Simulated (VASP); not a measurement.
Here is a VASP 6.6.1 calculation.

File INCAR:

```
SYSTEM = CsI
ALGO = Normal ; EDIFF = 1E-6
ENCUT = 500 ; GGA = PE
GGA_COMPAT = .FALSE. ; ISIF = 2
ISMEAR = 0 ; LASPH = .TRUE.
LCHARG = .FALSE. ; LREAL = .FALSE.
LWAVE = .FALSE. ; NBANDS = 15
NELM = 120 ; PREC = Accurate
SIGMA = 0.01
```

Contents of KPOINTS:

```
k-points
0
G
  4 4 4
  0 0 0
```

POSCAR

```
CsI
1.0
    4.6081405142      0.0000000000      0.0000000000
    0.0000000000      4.6081405142      0.0000000000
    0.0000000000      0.0000000000      4.6081405142
Cs I
1 1
Direct
    0.0000000000      0.0000000000      0.0000000000
    0.5000000000      0.5000000000      0.5000000000
```

Potentials or basis: VASP PAW PBE potentials, release 64 (Cs_sv, I).

The run is started by

```bash
$ cat potpaw_PBE.64/Cs_sv/POTCAR potpaw_PBE.64/I/POTCAR > POTCAR
$ mpirun -np 1 vasp_std > vasp.out
```

(1) Estimate the band gap on the k mesh.

(2) Estimate the pressure.

Answers

(1) 3.79 eV, indirect (least direct gap 3.88 eV).

(2) 0.5 GPa.

Caveat: spin-orbit coupling is left out, which moves the levels of the heavy elements.
